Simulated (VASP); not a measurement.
# CuSi16 (a cell with a defect) in VASP: notebook

The runs below take CuSi16 (a cell with a defect) through single point, with PBE+D3(BJ).

All numbers are computed with VASP 6.6.1; they aren't measurements. Logs are shortened: lines on timing, memory, paths and dates and some standing lists are left out, and cuts for length are marked.

## 1. The cell of the first run

The cell holds a defect, 17 atoms: a = 7.679 Å, b = 7.679 Å, c = 7.679 Å, α = 60.00°, β = 60.00°, γ = 60.00°.

## 2. Single point, PBE+D3(BJ)

The input, INCAR:

```
SYSTEM = CuSi16
PREC = Accurate
ENCUT = 520
EDIFF = 1E-7
ISMEAR = 0
SIGMA = 0.02
LREAL = Auto
LASPH = .True.
NELM = 100
ALGO = Normal
ISIF = 2
LWAVE = .False.
LCHARG = .True.
GGA = PE
IVDW = 12
LELF = .True.
LVHAR = .True.
NELECT = 74.0
NBANDS = 52
```

The input, KPOINTS:

```
regular mesh
0
Gamma
  2 2 2
  0 0 0
```

The input, POSCAR:

```
CuSi16
1.0
    0.0000000000      5.4300000000      5.4300000000
    5.4300000000      0.0000000000      5.4300000000
    5.4300000000      5.4300000000      0.0000000000
Si Cu
16 1
Direct
   -0.0152119990      0.0020934438      0.0115378430
    0.1137528236      0.1394069898      0.1279247355
   -0.0069479066      0.0096739528      0.5018857692
    0.1162232106      0.1219869232      0.6389607192
    0.0199665587      0.5072545675     -0.0329296613
    0.1143269662      0.6191457427      0.1285808780
   -0.0068837861      0.4946008242      0.5024554037
    0.1324128501      0.6359242271      0.5953199396
    0.5040621694     -0.0017969613      0.0090691909
    0.6107591486      0.1170510610      0.1546448813
    0.4901130485     -0.0085895541      0.5258027678
    0.6188276936      0.1238846372      0.6370564290
    0.5040529894      0.4883485109      0.0097867643
    0.6486915352      0.6141430735      0.1227840007
    0.5094626704      0.4963644392      0.4971176192
    0.6188865776      0.6188466267      0.6376537356
    0.2827125500      0.7751165958      0.1687087844
```

Potentials or basis: VASP PAW PBE potentials, release 64 (Si, Cu).

On the command line:

```sh
$ cat potpaw_PBE.64/Si/POTCAR potpaw_PBE.64/Cu/POTCAR > POTCAR
$ mpirun -np 1 vasp_std > vasp.out
```

OUTCAR:

```text
SYSTEM = CuSi16
   PREC = Accurate
   ENCUT = 520
   EDIFF = 1E-7
   ISMEAR = 0
   LREAL = Auto
   LASPH = .True.
   NELM = 100
   ISIF = 2
   GGA = PE
   IVDW = 12
   NELECT = 74.0
 IVDW          = 12

 ion  position               nearest neighbor table
   1  0.985  0.002  0.012-   4 2.34  10 2.35   2 2.40   6 2.40  17 2.53
   2  0.114  0.139  0.128-   5 2.32   3 2.35  17 2.35   1 2.40   9 2.45
   3  0.993  0.010  0.502-   4 2.34   2 2.35  12 2.35   8 2.35
   4  0.116  0.122  0.639-   1 2.34   3 2.34   7 2.34  11 2.35
   5  0.020  0.507  0.967-   6 2.32   2 2.32   8 2.33  14 2.34
   6  0.114  0.619  0.129-   5 2.32   7 2.34  17 2.35   1 2.40  13 2.44
   7  0.993  0.495  0.502-   4 2.34   6 2.34  16 2.35   8 2.35
   8  0.132  0.636  0.595-   5 2.33   7 2.35   3 2.35  15 2.37  17 2.68
   9  0.504  0.998  0.009-  10 2.33  12 2.33  14 2.41   2 2.45  17 2.46
  10  0.611  0.117  0.155-  11 2.33   9 2.33  13 2.33   1 2.35
  11  0.490  0.991  0.526-  10 2.33  12 2.34  16 2.34   4 2.35
  12  0.619  0.124  0.637-   9 2.33  11 2.34  15 2.34   3 2.35
  13  0.504  0.488  0.010-  10 2.33  16 2.33  14 2.41   6 2.44  17 2.47
  14  0.649  0.614  0.123-   5 2.34  15 2.35  17 2.35  13 2.41   9 2.41
  15  0.509  0.496  0.497-  16 2.34  12 2.34  14 2.35   8 2.37
  16  0.619  0.619  0.638-  13 2.33  11 2.34  15 2.34   7 2.35
  17  0.283  0.775  0.169-   2 2.35   6 2.35  14 2.35   9 2.46  13 2.47   1 2.53   8 2.68

  LATTYP: Found a face centered cubic cell.
 ALAT       =    10.8600000000

  Lattice vectors:

 A1 = (   0.0000000000,   5.4300000000,   5.4300000000)
 A2 = (   5.4300000000,   0.0000000000,   5.4300000000)
 A3 = (   5.4300000000,   5.4300000000,   0.0000000000)

Analysis of symmetry for initial positions (statically):
=====================================================================
 Subroutine PRICEL returns:
 Original cell was already a primitive cell.

 Routine SETGRP: Setting up the symmetry group for a
 face centered cubic supercell.

 Subroutine GETGRP returns: Found  1 space group operations
 (whereof  1 operations were pure point group operations)
 out of a pool of 48 trial point group operations.

The static configuration has the point symmetry C_1 .

Analysis of symmetry for dynamics (positions and initial velocities):
=====================================================================
 Subroutine PRICEL returns:
 Original cell was already a primitive cell.

 Routine SETGRP: Setting up the symmetry group for a
 face centered cubic supercell.

 Subroutine GETGRP returns: Found  1 space group operations
 (whereof  1 operations were pure point group operations)
[... 123 lines left out ...]
   POTIM  = 0.5000    time-step for ionic-motion
   TEBEG  =    0.0;   TEEND  =   0.0 temperature during run
   PSTRESS=    0.0 pullay stress
   NELECT =      74.0000    total number of electrons
   NUPDOWN=      -1.0000    fix difference up-down
   EMIN   =  10.00;   EMAX   =-10.00  energy-range for DOS
   EFERMI =   0.00;   METHOD = LEGACY
   ISMEAR =     0;   SIGMA  =   0.02  broadening in eV -4-tet -1-fermi 0-gaus
   EFERMI_NEDOS =   21; number of points for ismear=-14 and -15
   IALGO  =     38    algorithm
   IMIX   =      4    mixing-type and parameters
     AMIX     =   0.40;   BMIX     =  1.00
     AMIX_MAG =   1.60;   BMIX_MAG =  1.00
  volume/ion in A,a.u.               =      18.84       127.11
  Fermi-wavevector in a.u.,A,eV,Ry     =   1.004636  1.898488 13.732283  1.009294
  Thomas-Fermi vector in A             =   2.137265
   LORBIT       =      0    0 simple, 1 ext, 2 COOP (PROOUT), +10 PAW based schemes
   GGA     = PE    functional components
   LHFCALC =     F    Hartree Fock is set to
   AEXX    =    0.0000 exact exchange contribution
   IVDW    =    12    specifies the selected vdW correction
   LEPSILON=     F    determine dielectric tensor
   LRPA    =     F    only Hartree local field effects (RPA)
 non-spin polarized calculation
 Gauss-broadening in eV      SIGMA  =   0.02
  energy-cutoff  :      520.00
  volume of cell :      320.21
 maximum number of plane-waves:      8646
 NGX is ok and might be reduce to    60
   NGX = 29   NGY = 29   NGZ = 29

 number of electron      74.0000000 magnetization

 Free energy of the ion-electron system (eV)
  ---------------------------------------------------
  ext. energy  EPLUGINS =         0.00000000
  ---------------------------------------------------
  free energy    TOTEN  =       -94.22240555 eV

  energy without entropy =      -94.22240554  energy(sigma->0) =      -94.22240554

 E-fermi :   6.4038     XC(G=0):  -9.6100

 val. band max:        6.3302062420   @ k =   0.0000   0.0000   0.0000
 cond. band min:       6.4774813164   @ k =   0.0000   0.0000   0.0000
 fundamental gap:      0.1472750745
 Fermi energy:         6.4038433068

 k-point     1 :       0.0000    0.0000    0.0000
  band No.  band energies     occupation
      1      -5.8946      2.00000
      2      -3.5319      2.00000
      3      -3.5142      2.00000
      4      -3.4868      2.00000
      5      -3.4659      2.00000
      6      -2.0080      2.00000
[... 405 lines left out ...]
     48      10.4735      0.00000
     49      10.4873      0.00000
 [bands above 49 left out]

------------------------ aborting loop because EDIFF is reached ----------------------------------------

 Edisp (eV)   -5.67131

 E8    (eV) :    -2.3523

  FORCE on cell =-STRESS in cart. coord.  units (eV):
  Direction    XX          YY          ZZ          XY          YZ          ZX
  --------------------------------------------------------------------------------------
  -------------------------------------------------------------------------------------
  Total      -7.25243    -7.83000    -7.17205     0.09890    -0.08125     0.76701
  in kB     -36.28813   -39.17807   -35.88597     0.49486    -0.40652     3.83780
  external pressure =      -37.12 kB  Pullay stress =        0.00 kB

 VOLUME and BASIS-vectors are now :
 -----------------------------------------------------------------------------
  energy-cutoff  :      520.00
  volume of cell :      320.21
      direct lattice vectors                 reciprocal lattice vectors
     0.000000000  5.430000000  5.430000000    -0.092081031  0.092081031  0.092081031
     5.430000000  0.000000000  5.430000000     0.092081031 -0.092081031  0.092081031
     5.430000000  5.430000000  0.000000000     0.092081031  0.092081031 -0.092081031

 POSITION                                       TOTAL-FORCE (eV/Angst)
 -----------------------------------------------------------------------------------
      0.07402      5.41005      5.35877        -0.000817     -0.005930     -0.000039
      1.45161      1.31231      1.37466        -0.003499      0.005123      0.006200
      2.77777      8.11751      5.44480        -0.003757     -0.002627      0.002844
      4.13195      4.10065      1.29348         0.007650     -0.002017     -0.004817
      8.00558      5.35961      2.86281         0.001604      0.002879     -0.004010
      4.06016      1.31899      3.98276        -0.004002     -0.006565     -0.003716
[... 9 lines left out ...]
      6.82280      6.82301      6.72089         0.003531      0.001177     -0.002199
      5.12497      2.45122      5.74401         0.001038      0.004740     -0.016973
 -----------------------------------------------------------------------------------
    total drift:                                0.000005      0.001929      0.007821

  FREE ENERGIE OF THE ION-ELECTRON SYSTEM (eV)
  ---------------------------------------------------
  free  energy   TOTEN  =       -99.8937124922 eV

  energy  without entropy=      -99.8937124885  energy(sigma->0) =      -99.89371249
```

OSZICAR:

```text
N       E                     dE             d eps       ncg     rms          rms(c)
[... 13 lines left out ...]
DAV:  14    -0.942231109389E+02    0.32330E-02   -0.91158E-03  1336   0.209E+00    0.218E-01
DAV:  15    -0.942224691916E+02    0.64175E-03   -0.24267E-03  1280   0.103E+00    0.905E-02
DAV:  16    -0.942224428480E+02    0.26344E-04   -0.53720E-04  1344   0.157E-01    0.468E-02
DAV:  17    -0.942224128450E+02    0.30003E-04   -0.53490E-05  1368   0.181E-01    0.249E-02
DAV:  18    -0.942224063307E+02    0.65143E-05   -0.30696E-05  1324   0.102E-01    0.111E-02
DAV:  19    -0.942224054387E+02    0.89199E-06   -0.10643E-05  1344   0.586E-02    0.242E-03
DAV:  20    -0.942224056168E+02   -0.17808E-06   -0.18658E-06  1236   0.312E-02    0.302E-03
DAV:  21    -0.942224055464E+02    0.70374E-07   -0.63007E-07  1192   0.900E-03
   1 F= -.99893712E+02 E0= -.99893712E+02  d E =-.365599E-08
```

It took 5 min on 1 thread of AMD EPYC 9R45 (Zen 5), shared host; peak memory 0.45 GiB.

What came out:

```
Free energy                : -99.8937 eV
Largest force              : 0.018 eV/Å
Dispersion energy per atom : -0.334 eV
```

Forces in eV/Å, atoms in the order of the input:
```
Si  -0.001 -0.006  0.000
Si  -0.003  0.005  0.006
Si  -0.004 -0.003  0.003
Si   0.008 -0.002 -0.005
Si   0.002  0.003 -0.004
Si  -0.004 -0.007 -0.004
Si  -0.003 -0.003  0.004
Si   0.003  0.010  0.001
Si   0.007 -0.005  0.007
Si  -0.003 -0.006  0.000
Si  -0.006  0.000  0.010
Si   0.005  0.006  0.001
Si  -0.012 -0.004 -0.003
Si   0.003  0.009  0.006
Si   0.003 -0.002 -0.003
Si   0.004  0.001 -0.002
Cu   0.001  0.005 -0.017
```

Caveat: the k points lie up to 0.50 Å⁻¹ apart; the cell carries a net charge on a neutralising background, which shifts energy and pressure; the cell is charged against a uniform background, so pressure and absolute levels hang on convention.

## 3. Single point, PBE+D3(BJ)

The input, INCAR:

```
PREC = Accurate
ENCUT = 520
EDIFF = 1E-7
ISMEAR = 0
SIGMA = 0.02
LREAL = Auto
LASPH = T
NELM = 60
ALGO = Normal
ISIF = 2
LWAVE = F
LCHARG = T
GGA = PE
IVDW = 12
LELF = T
LVHAR = T
NBANDS = 52
NELECT = 74.0
```

The input, KPOINTS:

```
Automatic mesh
0
Gamma
  2 2 2
```

The input, POSCAR:

```
CuSi16
1.0
    0.0000000000      5.4300000000      5.4300000000
    5.4300000000      0.0000000000      5.4300000000
    5.4300000000      5.4300000000      0.0000000000
Si Cu
16 1
Direct
   -0.0044191499     -0.0043098262     -0.0043668883
    0.1200196087      0.1200700143      0.1200204469
   -0.0027647361     -0.0030691208      0.4920044887
    0.1193159656      0.1184937389      0.6225763145
   -0.0027894751      0.4920599737     -0.0031062124
    0.1192669192      0.6226296485      0.1184849920
    0.0062918400      0.4944244342      0.4943876351
    0.1336292099      0.6244991277      0.6244632737
    0.4919436996     -0.0029085138     -0.0029171915
    0.6225449586      0.1188811314      0.1189166841
    0.4951434022      0.0047278366      0.4949256157
    0.6248936053      0.1329591852      0.6247082416
    0.4950745190      0.4948980992      0.0048820930
    0.6248593575      0.6247053842      0.1330110840
    0.5132770125      0.5129156688      0.5129182034
    0.6377022983      0.6362156750      0.6363626037
    0.3908639346      0.3883818532      0.3886628558
```

Potentials or basis: VASP PAW PBE potentials, release 64 (Si, Cu).

On the command line:

```sh
$ cat potpaw_PBE.64/Si/POTCAR potpaw_PBE.64/Cu/POTCAR > POTCAR
$ mpirun -np 1 vasp_std > vasp.out
```

OUTCAR:

```text
PREC = Accurate
   ENCUT = 520
   EDIFF = 1E-7
   ISMEAR = 0
   LREAL = Auto
   LASPH = T
   NELM = 60
   ISIF = 2
   GGA = PE
   IVDW = 12
   NELECT = 74.0
 IVDW          = 12

 ion  position               nearest neighbor table
   1  0.996  0.996  0.996-  10 2.34   4 2.34   6 2.34   2 2.34
   2  0.120  0.120  0.120-   9 2.33   3 2.33   5 2.33   1 2.34
   3  0.997  0.997  0.492-   2 2.33  12 2.34   8 2.34   4 2.35
[... 646 lines left out ...]
  -------------------------------------------------------------------------------------
  Total      -7.77848    -7.74072    -7.74591     0.31127     0.30573     0.31238
  in kB     -38.92025   -38.73132   -38.75731     1.55748     1.52975     1.56303
  external pressure =      -38.80 kB  Pullay stress =        0.00 kB

 VOLUME and BASIS-vectors are now :
 -----------------------------------------------------------------------------
  energy-cutoff  :      520.00
  volume of cell :      320.21
      direct lattice vectors                 reciprocal lattice vectors
     0.000000000  5.430000000  5.430000000    -0.092081031  0.092081031  0.092081031
     5.430000000  0.000000000  5.430000000     0.092081031 -0.092081031  0.092081031
     5.430000000  5.430000000  0.000000000     0.092081031  0.092081031 -0.092081031

 POSITION                                       TOTAL-FORCE (eV/Angst)
 -----------------------------------------------------------------------------------
     10.81289     10.81229     10.81260        -0.016210     -0.011968     -0.012214
      1.30369      1.30342      1.30369         0.013268      0.009695      0.009929
      8.08492      8.08657     10.82832        -0.010518     -0.003896     -0.011977
      4.02401      4.02848      1.29131         0.022007      0.014047      0.023869
      8.08502     10.82799      8.08674        -0.010247     -0.011759     -0.004183
      4.02425      1.29099      4.02850         0.021840      0.023644      0.014434
[... 9 lines left out ...]
      6.91010      6.91817      6.91737         0.010372      0.010689      0.011409
      4.21935      4.23283      4.23130         0.001278     -0.005333     -0.004464
 -----------------------------------------------------------------------------------
    total drift:                                0.001948      0.002268      0.001119

  FREE ENERGIE OF THE ION-ELECTRON SYSTEM (eV)
  ---------------------------------------------------
  free  energy   TOTEN  =       -99.8899793574 eV

  energy  without entropy=      -99.8899793574  energy(sigma->0) =      -99.88997936
```

Run time: 5.1 min. Hardware: 1 thread of AMD EPYC 9R45 (Zen 5), shared host; peak memory 0.45 GiB.

What came out:

* Free energy: -99.8900 eV
* Largest force: 0.040 eV/Å
* Dispersion energy per atom: -0.333 eV

Forces on the atoms (eV/Å):
```
Si  -0.016 -0.012 -0.012
Si   0.013  0.010  0.010
Si  -0.011 -0.004 -0.012
Si   0.022  0.014  0.024
Si  -0.010 -0.012 -0.004
Si   0.022  0.024  0.014
Si  -0.009 -0.026 -0.027
Si   0.016  0.007  0.007
Si  -0.015 -0.005 -0.006
Si   0.024  0.017  0.018
Si  -0.029 -0.007 -0.026
Si   0.012  0.016  0.009
Si  -0.029 -0.026 -0.008
Si   0.012  0.008  0.016
Si  -0.014 -0.009 -0.010
Si   0.010  0.011  0.011
Cu   0.001 -0.005 -0.004
```

Levels at points of the mesh, in eV from the Fermi level:
```tsv
k point	band 35	band 36	band 37	band 38	band 39	band 40
(0.00, 0.00, 0.00)	-0.60	-0.14	-0.13	0.21	0.66	0.66
(0.50, 0.00, 0.00)	-0.80	-0.71	-0.63	0.63	1.13	1.33
(0.00, 0.50, 0.00)	-0.80	-0.71	-0.64	0.63	1.13	1.33
(0.00, 0.00, 0.50)	-0.80	-0.71	-0.64	0.63	1.13	1.33
(0.50, 0.50, 0.50)	-0.87	-0.67	-0.67	0.47	1.31	1.38
(0.50, 0.50, 0.00)	-1.39	-1.36	-0.91	0.72	1.11	2.07
(0.00, 0.50, 0.50)	-1.39	-1.36	-0.91	0.72	1.10	2.07
(0.50, 0.00, 0.50)	-1.39	-1.36	-0.91	0.72	1.11	2.07
```

Caveat: the k points lie up to 0.50 Å⁻¹ apart; the cell carries a net charge on a neutralising background, which shifts energy and pressure; the cell is charged against a uniform background, so pressure and absolute levels hang on convention.

## 4. Single point, PBE+D3(BJ)

The input, INCAR:

```
ALGO = Normal ; EDIFF = 1E-6
ENCUT = 520 ; GGA = PE
ISIF = 2 ; ISMEAR = 0
IVDW = 12 ; LASPH = True
LCHARG = True ; LELF = True
LREAL = Auto ; LVHAR = True
LWAVE = False ; NBANDS = 52
NELECT = 74.0 ; NELM = 100
PREC = Accurate ; SIGMA = 0.02
```

The input, KPOINTS:

```
k-points
0
Gamma
  2 2 2
```

The input, POSCAR:

```
CuSi16
1.0
    0.0000000000      5.4300000000      5.4300000000
    5.4300000000      0.0000000000      5.4300000000
    5.4300000000      5.4300000000      0.0000000000
Si Cu
16 1
Direct
   -0.0152120626      0.0020934622      0.0115378453
    0.1137528545      0.1394069982      0.1279246777
   -0.0069478821      0.0096738490      0.5018858195
    0.1162232044      0.1219869245      0.6389607735
    0.0199665746      0.5072546041     -0.0329297422
    0.1143269797      0.6191457643      0.1285809392
   -0.0068837937      0.4946007366      0.5024554328
    0.1324127993      0.6359242173      0.5953199816
    0.5040621547     -0.0017969613      0.0090691529
    0.6107591160      0.1170510129      0.1546449355
    0.4901130755     -0.0085895028      0.5258027624
    0.6188277164      0.1238846225      0.6370564457
    0.5040529466      0.4883485267      0.0097868324
    0.6486915285      0.6141430939      0.1227839779
    0.5094626151      0.4963644567      0.4971176796
    0.6188865562      0.6188465930      0.6376537753
    0.2827125230      0.7751165746      0.1687088398
```

On the command line:

```sh
$ cat potpaw_PBE.64/Si/POTCAR potpaw_PBE.64/Cu/POTCAR > POTCAR
$ mpirun -np 1 vasp_std > vasp.out
```

It took 4.2 min on 1 thread of AMD EPYC 9R45 (Zen 5), shared host; peak memory 0.45 GiB.

Results (log left out):

```
Free energy                : -99.8937 eV
Largest force              : 0.018 eV/Å
Dispersion energy per atom : -0.334 eV
```

Forces in eV/Å, atoms in the order of the input:
```
Si  -0.001 -0.006  0.000
Si  -0.003  0.005  0.006
Si  -0.004 -0.003  0.003
Si   0.008 -0.002 -0.005
Si   0.002  0.003 -0.004
Si  -0.004 -0.007 -0.004
Si  -0.003 -0.003  0.004
Si   0.003  0.010  0.001
Si   0.007 -0.005  0.007
Si  -0.003 -0.007  0.000
Si  -0.006  0.000  0.010
Si   0.005  0.006  0.001
Si  -0.012 -0.004 -0.003
Si   0.003  0.009  0.006
Si   0.002 -0.002 -0.003
Si   0.003  0.001 -0.002
Cu   0.001  0.005 -0.017
```

Levels at points of the mesh, in eV from the Fermi level:
```tsv
k point	band 35	band 36	band 37	band 38	band 39	band 40
(0.00, 0.00, 0.00)	-0.63	-0.19	-0.07	0.07	0.39	0.58
(0.50, 0.00, 0.00)	-0.89	-0.88	-0.81	0.50	1.15	1.23
(0.00, 0.50, 0.00)	-0.91	-0.85	-0.75	0.55	1.12	1.25
(0.00, 0.00, 0.50)	-0.89	-0.65	-0.52	0.52	1.00	1.34
(0.50, 0.50, 0.50)	-0.91	-0.85	-0.74	0.55	1.12	1.25
(0.50, 0.50, 0.00)	-1.46	-1.44	-1.09	0.65	0.98	1.94
(0.00, 0.50, 0.50)	-1.47	-1.43	-1.09	0.65	0.98	1.94
(0.50, 0.00, 0.50)	-1.51	-1.42	-1.13	0.67	0.98	1.95
```

Caveat: the k points lie up to 0.50 Å⁻¹ apart; the cell carries a net charge on a neutralising background, which shifts energy and pressure; the cell is charged against a uniform background, so pressure and absolute levels hang on convention.
